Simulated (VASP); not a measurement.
H, 1 atom in the cell. Symmetry: P4/mmm, No. 123, tetragonal system. The conventional cell has a = 2.650 Å, b = 2.650 Å, c = 1.030 Å, α = 90.00°, β = 90.00°, γ = 90.00°. H (site symmetry 4/mmm) has 2 H at 1.03 Å within 1.4 Å.  This cell differs from its parent crystal: strain +0.000 along x and y, +0.050 along z.

```yaml
Program: VASP 6.6.1
Task: single point
Functional: PBE
Dispersion: D3(BJ)
Potentials_or_basis: VASP PAW PBE potentials, release 64 (H)
Cutoff: 520 eV
k_mesh: 10 × 10 × 26
Occupations: gaussian, width 0.05 eV
Spin: no spin polarisation
Dipole_correction: no
Further_INCAR_settings: ALGO = Normal; EDIFF = 1e-06; NBANDS = 6
```

Potentials or basis: VASP PAW PBE potentials, release 64 (H).

Launch:

```sh
$ cat potpaw_PBE.64/H/POTCAR > POTCAR
$ mpirun -np 1 vasp_std > vasp.out
```

Hardware: 1 thread of Intel Xeon 6975P-C, on a shared host.

Problem. How long does it take, and how much memory?

Solution. Run time: 6.7 s on 1 thread of Intel Xeon 6975P-C, on a shared host, peak memory 0.12 GiB. Counts: scf iterations 11, k points 294.
